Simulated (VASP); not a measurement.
The system is Tc.

```xyz
2
Lattice="2.7030 0.0000 0.0000 -1.3515 2.3408 0.0000 0.0000 0.0000 4.3386" Properties=species:S:1:pos:R:3 pbc="T T T"
Tc    1.3515    0.7803    3.2539
Tc    0.0000    1.5606    1.0846
```

Base run:

* Program: VASP 6.6.1
* Functional: r2SCAN
* Potentials or basis: VASP PAW PBE potentials, release 64 (Tc_pv)
* Cutoff: 520 eV
* k mesh: 11 × 11 × 6
* Occupations: fermi-dirac, width 0.05 eV
* Spin: no spin polarisation

Its results: band gap on the k mesh zero (band 13 reaches 14.89 eV, above the bottom of band 14 at 11.44 eV); pressure 12.4 GPa.

Q: The run is repeated on the same cell with these changes: functional from r2SCAN to LDA; potentials or basis from VASP PAW PBE potentials, release 64 (Tc_pv) to VASP PAW LDA potentials, release 64 (Tc_pv). What comes out?

A: Band gap on the k mesh zero (band 13 reaches 14.75 eV, above the bottom of band 14 at 11.43 eV); pressure 1.1 GPa.

Caveats: the PAW data sets were made with another functional, which shifts forces and pressure a little (some runs).
